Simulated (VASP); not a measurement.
Runs of VASP 6.6.1 on Sn3C. The structure is that of space group Fm-3m (No. 225), or close to it. The cells are those of the table. The cell was generated, and may not be a known phase.

```tsv
task	cell	k mesh	cutoff (eV)	gap on the mesh (eV)	pressure (GPa)	relaxed volume (Å³/atom)
single point	a = 4.996 Å, angles 60.0°, 4 atoms	12 × 12 × 12	520	none	-0.1	-
relaxation of cell and atoms	relaxed from a = 4.985 Å, angles 60.0°, 4 atoms	12 × 12 × 12	600	-	0.0	22.05
single point	a = 5.098 Å, angles 60.0°, 4 atoms	4 × 4 × 4	520	none	-3.7	-
relaxation of cell and atoms	relaxed from a = 5.098 Å, angles 60.0°, 4 atoms	4 × 4 × 4	600	-	0.0	(a)
single point	a = 4.985 Å, angles 60.0°, 4 atoms	4 × 4 × 4	520	none	-0.1	-
```

Alike in all rows: level PBE; potentials or basis VASP PAW PBE potentials, release 64 (Sn_d, C); no spin polarisation; smearing gaussian 0.1 eV.

Problem. Fill in the values left out.

Solution. (a) 21.88.

Caveats: some runs use coarse meshes; spin-orbit coupling is left out, which moves the levels of the heavy elements; the highest band is partly filled, so the run has too few bands (at least some runs).

A k mesh can miss the band edges, and the runs leave out spin-orbit coupling on Sn.

A gap of «none» marks levels without a gap at the run's occupations.
